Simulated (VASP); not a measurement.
# LiSi2Ni6 (P6/mmm) in VASP: further runs

LiSi2Ni6 is run at these levels: PBE; tasks: single point.

All numbers are computed with VASP 6.6.1; they aren't measurements. Logs are shortened: lines on timing, memory, paths and dates and some standing lists are left out, and cuts for length are marked.

## Step 1: The cell of the first run

The structure is hexagonal, space group P6/mmm (No. 191). Conventional cell: a = 3.978 Å, b = 3.978 Å, c = 7.403 Å, α = 90.00°, β = 90.00°, γ = 120.00°. Within 3.2 Å of Li (site symmetry 6/mmm) lie 2 Si at 2.42 Å and 12 Ni at 2.62 Å. Si (site symmetry 6mm) has 1 Li at 2.42 Å and 1 Si at 2.56 Å and 12 Ni at 2.57 to 2.63 Å within 3.2 Å. Within 3.0 Å of Ni (site symmetry 3m) lie 5 Ni at 2.30 to 2.54 Å and 3 Si at 2.57 Å and 3 Li at 2.62 Å. Within 3.0 Å of Ni (site symmetry -6m2) lie 5 Ni at 2.30 to 2.43 Å and 6 Si at 2.63 Å.

## Step 2: Single point, PBE

File INCAR:

```
ALGO = Normal
EDIFF = 1E-7
ENCUT = 520
GGA = PE
ISIF = 2
ISMEAR = 0
LASPH = True
LCHARG = False
LREAL = False
LWAVE = False
NBANDS = 46
NELM = 60
PREC = Accurate
SIGMA = 0.1
```

File KPOINTS:

```
k-points
0
Gamma
  6 6 4
```

File POSCAR:

```
LiSi2Ni6
1.0
    3.9779394598      0.0000000000      0.0000000000
   -1.9889697299      3.4449966269      0.0000000000
    0.0000000000      0.0000000000      7.4027894387
Li Si Ni
1 2 6
Direct
    0.0000000000      0.0000000000      0.0000000000
    0.0000000000      0.0000000000      0.3268777027
    0.0000000000      0.0000000000      0.6731222973
    0.3333333333      0.6666666667      0.1715713526
    0.3333333333      0.6666666667      0.5000000000
    0.3333333333      0.6666666667      0.8284286474
    0.6666666667      0.3333333333      0.1715713526
    0.6666666667      0.3333333333      0.5000000000
    0.6666666667      0.3333333333      0.8284286474
```

Potentials or basis: VASP PAW PBE potentials, release 64 (Li_sv, Si, Ni).

Run with:

```sh
cat potpaw_PBE.64/Li_sv/POTCAR potpaw_PBE.64/Si/POTCAR potpaw_PBE.64/Ni/POTCAR > POTCAR
mpirun -np 1 vasp_std > vasp.out
```

OUTCAR:

```text
EDIFF = 1E-7
   ENCUT = 520
   GGA = PE
   ISIF = 2
   ISMEAR = 0
   LASPH = True
   LREAL = False
   NELM = 60
   PREC = Accurate

 ion  position               nearest neighbor table
   1  0.000  0.000  0.000-   2 2.42   3 2.42   4 2.62   6 2.62   7 2.62   9 2.62   4 2.62   6 2.62
                             7 2.62   9 2.62   7 2.62   9 2.62   4 2.62   6 2.62
   2  0.000  0.000  0.327-   1 2.42   3 2.56   4 2.57   7 2.57   4 2.57   7 2.57   7 2.57   4 2.57
                             5 2.63   8 2.63   8 2.63   5 2.63   8 2.63   5 2.63
   3  0.000  0.000  0.673-   1 2.42   2 2.56   6 2.57   9 2.57   6 2.57   9 2.57   9 2.57   6 2.57
                             8 2.63   5 2.63   5 2.63   8 2.63   5 2.63   8 2.63
   4  0.333  0.667  0.172-   7 2.30   7 2.30   7 2.30   5 2.43   6 2.54   2 2.57   2 2.57   2 2.57
                             1 2.62   1 2.62   1 2.62
   5  0.333  0.667  0.500-   8 2.30   8 2.30   8 2.30   4 2.43   6 2.43   2 2.63   3 2.63   3 2.63
                             2 2.63   3 2.63   2 2.63
   6  0.333  0.667  0.828-   9 2.30   9 2.30   9 2.30   5 2.43   4 2.54   3 2.57   3 2.57   3 2.57
                             1 2.62   1 2.62   1 2.62
   7  0.667  0.333  0.172-   4 2.30   4 2.30   4 2.30   8 2.43   9 2.54   2 2.57   2 2.57   2 2.57
                             1 2.62   1 2.62   1 2.62
   8  0.667  0.333  0.500-   5 2.30   5 2.30   5 2.30   9 2.43   7 2.43   2 2.63   3 2.63   2 2.63
                             3 2.63   2 2.63   3 2.63
   9  0.667  0.333  0.828-   6 2.30   6 2.30   6 2.30   8 2.43   7 2.54   3 2.57   3 2.57   3 2.57
                             1 2.62   1 2.62   1 2.62

  LATTYP: Found a hexagonal cell.
 ALAT       =     3.9779394598
 C/A-ratio  =     1.8609608099

  Lattice vectors:

 A1 = (   3.9779394598,   0.0000000000,   0.0000000000)
 A2 = (  -1.9889697299,   3.4449966269,   0.0000000000)
 A3 = (   0.0000000000,   0.0000000000,   7.4027894387)

Analysis of symmetry for initial positions (statically):
=====================================================================
 Subroutine PRICEL returns:
 Original cell was already a primitive cell.

 Routine SETGRP: Setting up the symmetry group for a
 hexagonal supercell.

 Subroutine GETGRP returns: Found 24 space group operations
 (whereof 24 operations were pure point group operations)
 out of a pool of 24 trial point group operations.

The static configuration has the point symmetry D_6h.

Analysis of symmetry for dynamics (positions and initial velocities):
=====================================================================
 Subroutine PRICEL returns:
 Original cell was already a primitive cell.

 Routine SETGRP: Setting up the symmetry group for a
 hexagonal supercell.

 Subroutine GETGRP returns: Found 24 space group operations
 (whereof 24 operations were pure point group operations)
 out of a pool of 24 trial point group operations.

The dynamic configuration has the point symmetry D_6h.

 Subroutine INISYM returns: Found 24 space group operations
 (whereof 24 operations are pure point group operations),
 and found     1 'primitive' translations

----------------------------------------------------------------------------------------

                                     Primitive cell

  volume of cell :     101.4477

  direct lattice vectors                    reciprocal lattice vectors
     3.977939460  0.000000000  0.000000000     0.251386430  0.145138023  0.000000000
    -1.988969730  3.444996627  0.000000000     0.000000000  0.290276046  0.000000000
     0.000000000  0.000000000  7.402789439     0.000000000  0.000000000  0.135084215

  length of vectors
     3.977939460  3.977939460  7.402789439     0.290276046  0.290276046  0.135084215

  position of ions in fractional coordinates (direct lattice)
     0.000000000  0.000000000  0.000000000
     0.000000000  0.000000000  0.326877703
     0.000000000  0.000000000  0.673122297
     0.333333333  0.666666667  0.171571353
     0.333333333  0.666666667  0.500000000
     0.333333333  0.666666667  0.828428647
     0.666666667  0.333333333  0.171571353
     0.666666667  0.333333333  0.500000000
     0.666666667  0.333333333  0.828428647

  ion indices of the primitive-cell ions
   primitive index   ion index
                 1           1
                 2           2
                 3           3
                 4           4
                 5           5
                 6           6
                 7           7
                 8           8
                 9           9

----------------------------------------------------------------------------------------

 KPOINTS: k-points

Automatic generation of k-mesh.
 Grid dimensions read from file:
 generate k-points for:    6    6    4

 Generating k-lattice:

  Cartesian coordinates                     Fractional coordinates (reciprocal lattice)
     0.041897738  0.024189671  0.000000000     0.166666667  0.000000000  0.000000000
     0.000000000  0.048379341  0.000000000     0.000000000  0.166666667  0.000000000
     0.000000000  0.000000000  0.033771054     0.000000000  0.000000000  0.250000000

  Length of vectors
     0.048379341  0.048379341  0.033771054

  Shift w.r.t. Gamma in fractional coordinates (k-lattice)
     0.000000000  0.000000000  0.000000000

 Subroutine IBZKPT returns following result:
 ===========================================

 Found     21 irreducible k-points:

 Following reciprocal coordinates:
            Coordinates               Weight
  0.000000  0.000000  0.000000      1.000000
  0.166667  0.000000  0.000000      6.000000
  0.333333  0.000000  0.000000      6.000000
  0.500000 -0.000000  0.000000      3.000000
  0.166667  0.166667  0.000000      6.000000
  0.333333  0.166667  0.000000     12.000000
[... 13 lines left out ...]
  0.333333  0.166667  0.500000     12.000000
  0.333333  0.333333  0.500000      2.000000
   k-points           NKPTS =     21   k-points in BZ     NKDIM =     21   number of bands    NBANDS=     46
   number of dos      NEDOS =    301   number of ions     NIONS =      9
   total plane-waves  NPLWV =  50400
   dimension x,y,z NGX =    30 NGY =   30 NGZ =   56
   dimension x,y,z NGXF=    60 NGYF=   60 NGZF=  112
   ions per type =               1   2   6
   NGX,Y,Z   is equivalent  to a cutoff of  12.54, 12.54, 12.58 a.u.
   NGXF,Y,Z  is equivalent  to a cutoff of  25.08, 25.08, 25.15 a.u.
 SYSTEM =  unknown system
   PREC   = accura    normal or accurate (medium, high low for compatibility)
   ISTART =      0    job   : 0-new  1-cont  2-samecut
   ICHARG =      2    charge: 1-file 2-atom 10-const
   ISPIN  =      1    spin polarized calculation?
   LNONCOLLINEAR =      F non collinear calculations
   LSORBIT =      F    spin-orbit coupling
   LASPH  =      T    aspherical Exc in radial PAW
   ENCUT  =  520.0 eV  38.22 Ry    6.18 a.u.   7.40  7.40 13.76*2*pi/ulx,y,z
   NELM   =     60;   NELMIN=  2; NELMDL= -5     # of ELM steps
   EDIFF  = 0.1E-06   stopping-criterion for ELM
   LREAL  =      F    real-space projection
   EDIFFG = 0.1E-05   stopping-criterion for IOM
   NSW    =      0    number of steps for IOM
   IBRION =     -1    ionic relax: 0-MD 1-quasi-New 2-CG
   NFREE  =      0    steps in history (QN), initial steepest desc. (CG)
   ISIF   =      2    stress and relaxation
   ISYM   =      2    0-nonsym 1-usesym 2-fastsym
   POTIM  = 0.5000    time-step for ionic-motion
   TEBEG  =    0.0;   TEEND  =   0.0 temperature during run
   PSTRESS=    0.0 pullay stress
   NELECT =      71.0000    total number of electrons
   NUPDOWN=      -1.0000    fix difference up-down
   EMIN   =  10.00;   EMAX   =-10.00  energy-range for DOS
   EFERMI =   0.00;   METHOD = LEGACY
   ISMEAR =     0;   SIGMA  =   0.10  broadening in eV -4-tet -1-fermi 0-gaus
   EFERMI_NEDOS =   21; number of points for ismear=-14 and -15
   IALGO  =     38    algorithm
   IMIX   =      4    mixing-type and parameters
     AMIX     =   0.40;   BMIX     =  1.00
     AMIX_MAG =   1.60;   BMIX_MAG =  1.00
  volume/ion in A,a.u.               =      11.27        76.07
  Fermi-wavevector in a.u.,A,eV,Ry     =   1.453495  2.746707 28.744311  2.112647
  Thomas-Fermi vector in A             =   2.570755
   LORBIT       =      0    0 simple, 1 ext, 2 COOP (PROOUT), +10 PAW based schemes
   GGA     = PE    functional components
   LHFCALC =     F    Hartree Fock is set to
   AEXX    =    0.0000 exact exchange contribution
   IVDW    =     0    specifies the selected vdW correction
   LEPSILON=     F    determine dielectric tensor
   LRPA    =     F    only Hartree local field effects (RPA)
 non-spin polarized calculation
 Gauss-broadening in eV      SIGMA  =   0.10
  energy-cutoff  :      520.00
  volume of cell :      101.45
 maximum number of plane-waves:      2776
 NGX is ok and might be reduce to    30
   NGX = 15   NGY = 15   NGZ = 27

 number of electron      71.0000001 magnetization

 Free energy of the ion-electron system (eV)
  ---------------------------------------------------
  ext. energy  EPLUGINS =         0.00000000
  ---------------------------------------------------
  free energy    TOTEN  =       -46.70437215 eV

  energy without entropy =      -46.65879879  energy(sigma->0) =      -46.68158547

 E-fermi :   9.2670     XC(G=0): -12.3840

 val. band max:        9.2564944428   @ k =   0.5000  -0.0000   0.0000
 cond. band min:       9.2959907661   @ k =   0.3333   0.0000   0.2500
 fundamental gap:      0.0394963233
 Fermi energy:         9.2669794365

 k-point     1 :       0.0000    0.0000    0.0000
  band No.  band energies     occupation
      1     -35.6028      2.00000
      2      -2.4586      2.00000
      3      -0.0791      2.00000
      4       2.3728      2.00000
      5       5.1028      2.00000
      6       5.1028      2.00000
[... 38 lines left out ...]
     45      15.8267      0.00000
     46      15.8270      0.00000
[... 939 lines left out ...]
      6       4.0588      2.00000
[... 38 lines left out ...]
     45      16.4836      0.00000
     46      16.7946      0.00000

------------------------ aborting loop because EDIFF is reached ----------------------------------------

  FORCE on cell =-STRESS in cart. coord.  units (eV):
  Direction    XX          YY          ZZ          XY          YZ          ZX
  --------------------------------------------------------------------------------------
  -------------------------------------------------------------------------------------
  Total       -0.1265897     -0.1265897      0.1174298      0.0000000      0.0000000     -0.0000000
  in kB       -1.9992483     -1.9992483      1.8545835      0.0000000      0.0000000     -0.0000000
  external PRESSURE =      -0.7146377 kB  Pullay stress =       0.0000000 kB

 VOLUME and BASIS-vectors are now :
 -----------------------------------------------------------------------------
  energy-cutoff  :      520.00
  volume of cell :      101.45
      direct lattice vectors                 reciprocal lattice vectors
     3.977939460  0.000000000  0.000000000     0.251386430  0.145138023  0.000000000
    -1.988969730  3.444996627  0.000000000     0.000000000  0.290276046  0.000000000
     0.000000000  0.000000000  7.402789439     0.000000000  0.000000000  0.135084215

 POSITION                                       TOTAL-FORCE (eV/Angst)
 -----------------------------------------------------------------------------------
      0.00000      0.00000      0.00000         0.000000      0.000000      0.000000
      0.00000      0.00000      2.41981         0.000000     -0.000000      0.023010
      0.00000      0.00000      4.98298        -0.000000      0.000000     -0.023010
     -0.00000      2.29666      1.27011         0.000000      0.000000      0.016746
     -0.00000      2.29666      3.70139        -0.000000      0.000000      0.000000
     -0.00000      2.29666      6.13268         0.000000     -0.000000     -0.016746
      1.98897      1.14833      1.27011        -0.000000      0.000000      0.016746
      1.98897      1.14833      3.70139         0.000000     -0.000000      0.000000
      1.98897      1.14833      6.13268        -0.000000     -0.000000     -0.016746
 -----------------------------------------------------------------------------------
    total drift:                               -0.000000      0.000000     -0.000000

  FREE ENERGIE OF THE ION-ELECTRON SYSTEM (eV)
  ---------------------------------------------------
  free  energy   TOTEN  =       -46.7043721515 eV

  energy  without entropy=      -46.6587987923  energy(sigma->0) =      -46.68158547
```

Wall time 3.7 min (1 thread of Oxide Virtual Turin-like, shared host); peak memory 0.22 GiB.

Results:

* Free energy: -46.7044 eV
* Largest force: 0.023 eV/Å
* Band gap on the k mesh: zero (an odd number of electrons rules out a gap without spin polarisation)

Forces on the atoms (eV/Å):
```
Li   0.000  0.000  0.000
Si   0.000  0.000  0.023
Si   0.000  0.000 -0.023
Ni   0.000  0.000  0.017
Ni   0.000  0.000  0.000
Ni   0.000  0.000 -0.017
Ni   0.000  0.000  0.017
Ni   0.000  0.000  0.000
Ni   0.000  0.000 -0.017
```

Levels at points of the mesh, in eV from the Fermi level:
```tsv
k point	band 32	band 33	band 34	band 35	band 36	band 37	band 38	band 39
(0.00, 0.00, 0.00)	-0.45	-0.45	-0.43	1.32	1.93	1.98	2.81	2.81
(0.50, 0.00, 0.00)	-0.62	-0.57	-0.45	-0.44	-0.32	-0.16	-0.01	1.57
(0.00, 0.00, 0.50)	-0.71	-0.71	0.29	0.35	1.89	2.88	2.88	3.61
(0.50, 0.00, 0.50)	-0.46	-0.43	-0.39	-0.26	-0.14	0.22	0.60	0.80
```

Caveat: the cutoff is under 1.25 times the usual one of these potentials, so pressure, stress and relaxed cells hold a basis-set (Pulay) error.

## Step 3: Single point, PBE

File INCAR:

```
SYSTEM = LiSi2Ni6
ALGO = Normal
EDIFF = 1E-6
ENCUT = 520
GGA = PE
ISIF = 2
ISMEAR = 0
LASPH = .True.
LCHARG = .False.
LREAL = .False.
LWAVE = .False.
NBANDS = 46
NELM = 60
PREC = Accurate
SIGMA = 0.2
```

File KPOINTS:

```
k-points
0
Gamma
  6 6 4
  0 0 0
```

File POSCAR:

```
LiSi2Ni6
1.0
    3.9754344747      0.0000000000      0.0000000000
   -1.9877172373      3.4428272461      0.0000000000
    0.0000000000      0.0000000000      7.4135131465
Li Si Ni
1 2 6
Direct
    0.0000000000      0.0000000000      0.0000000000
    0.0000000000      0.0000000000      0.3271330629
    0.0000000000      0.0000000000      0.6728669371
    0.3333333333      0.6666666667      0.1722445632
    0.3333333333      0.6666666667      0.5000000000
    0.3333333333      0.6666666667      0.8277554368
    0.6666666667      0.3333333333      0.1722445632
    0.6666666667      0.3333333333      0.5000000000
    0.6666666667      0.3333333333      0.8277554368
```

Potentials or basis: VASP PAW PBE potentials, release 64 (Li_sv, Si, Ni).

Run with:

```sh
cat potpaw_PBE.64/Li_sv/POTCAR potpaw_PBE.64/Si/POTCAR potpaw_PBE.64/Ni/POTCAR > POTCAR
mpirun -np 1 vasp_std > vasp.out
```

Wall time 3.7 min (1 thread of Oxide Virtual Turin-like, shared host); peak memory 0.22 GiB.

Results (log left out):

* Free energy: -46.7749 eV
* Largest force: 0.019 eV/Å
* Band gap on the k mesh: zero (an odd number of electrons rules out a gap without spin polarisation)

Forces in eV/Å, atoms in the order of the input:
```
Li   0.000  0.000  0.000
Si   0.000  0.000  0.009
Si   0.000  0.000 -0.009
Ni   0.000  0.000 -0.019
Ni   0.000  0.000  0.000
Ni   0.000  0.000  0.019
Ni   0.000  0.000 -0.019
Ni   0.000  0.000  0.000
Ni   0.000  0.000  0.019
```

Levels at points of the mesh, in eV from the Fermi level:
```tsv
k point	band 33	band 34	band 35	band 36	band 37	band 38
(0.00, 0.00, 0.00)	-0.47	-0.43	1.31	1.89	1.98	2.80
(0.50, 0.00, 0.00)	-0.59	-0.47	-0.44	-0.34	-0.18	-0.03
(0.00, 0.00, 0.50)	-0.73	0.27	0.33	1.89	2.87	2.87
(0.50, 0.00, 0.50)	-0.46	-0.41	-0.28	-0.16	0.21	0.58
```

Caveat: the cutoff is under 1.25 times the usual one of these potentials, so pressure, stress and relaxed cells hold a basis-set (Pulay) error. Spin polarisation is off, so any magnetic state and its effect on volume and gap are missing.

## Step 4: Single point, PBE

File INCAR:

```
SYSTEM = LiSi2Ni6
  ALGO = Fast
  EDIFF = 1E-6
  ENCUT = 520
  GGA = PE
  ISIF = 2
  ISMEAR = 0
  LASPH = .True.
  LCHARG = .False.
  LREAL = .False.
  LWAVE = .False.
  NBANDS = 46
  NELM = 100
  PREC = Accurate
  SIGMA = 0.1
```

File KPOINTS:

```
k-points
0
Gamma
  12 12 6
  0 0 0
```

POSCAR is that of step 3.

Run with:

```sh
cat potpaw_PBE.64/Li_sv/POTCAR potpaw_PBE.64/Si/POTCAR potpaw_PBE.64/Ni/POTCAR > POTCAR
mpirun -np 1 vasp_std > vasp.out
```

It took 19 min on 1 thread of Oxide Virtual Turin-like, shared host; peak memory 0.37 GiB.

The run converged. Its results:

| Item | Value |
| --- | --- |
| Free energy | -46.7230 eV |
| Largest force | 0.016 eV/Å |
| Band gap on the k mesh | zero (an odd number of electrons rules out a gap without spin polarisation) |

Forces on the atoms (eV/Å):
```
Li   0.000  0.000  0.000
Si   0.000  0.000  0.016
Si   0.000  0.000 -0.016
Ni   0.000  0.000  0.007
Ni   0.000  0.000  0.000
Ni   0.000  0.000 -0.007
Ni   0.000  0.000  0.007
Ni   0.000  0.000  0.000
Ni   0.000  0.000 -0.007
```

Levels at points of the mesh, in eV from the Fermi level:
| k point | band 33 | band 34 | band 35 | band 36 | band 37 | band 38 | band 39 | band 40 |
| --- | --- | --- | --- | --- | --- | --- | --- | --- |
| (0.00, 0.00, 0.00) | -0.46 | -0.41 | 1.32 | 1.90 | 2.00 | 2.81 | 2.81 | 3.20 |
| (0.50, 0.00, 0.00) | -0.57 | -0.45 | -0.43 | -0.32 | -0.16 | -0.01 | 1.56 | 2.55 |
| (0.00, 0.00, 0.50) | -0.71 | 0.29 | 0.35 | 1.90 | 2.88 | 2.88 | 3.61 | 3.61 |
| (0.50, 0.00, 0.50) | -0.44 | -0.39 | -0.26 | -0.14 | 0.23 | 0.59 | 0.80 | 1.72 |

Caveat: the cutoff is under 1.25 times the usual one of these potentials, so pressure, stress and relaxed cells hold a basis-set (Pulay) error. Spin polarisation is off, so any magnetic state and its effect on volume and gap are missing.

## Step 5: The runs side by side

| cell | k mesh | smearing | gap on the mesh (eV) | largest force (eV/Å) |
| --- | --- | --- | --- | --- |
| a = 3.978, b = 3.978, c = 7.403 Å, angles 90.0, 90.0, 120.0°, 9 atoms, atomic positions A | 6 × 6 × 4 | gaussian 0.1 eV | none | 0.02 |
| a = 3.975, b = 3.975, c = 7.414 Å, angles 90.0, 90.0, 120.0°, 9 atoms, atomic positions B | 6 × 6 × 4 | gaussian 0.2 eV | none | 0.02 |
| a = 3.975, b = 3.975, c = 7.414 Å, angles 90.0, 90.0, 120.0°, 9 atoms, atomic positions B | 12 × 12 × 6 | gaussian 0.1 eV | none | 0.02 |

Alike in all rows: task single point; level PBE; potentials or basis VASP PAW PBE potentials, release 64 (Li_sv, Si, Ni); no spin polarisation; cutoff (eV) 520.

Caveats: the cutoff is under 1.25 times the usual one of these potentials, so pressure, stress and relaxed cells hold a basis-set (Pulay) error.

Total energies depend on the potentials used, so only differences within one code and one set of settings carry meaning.

The gap in the log of VASP goes by the Fermi energy; the results here count the filled bands.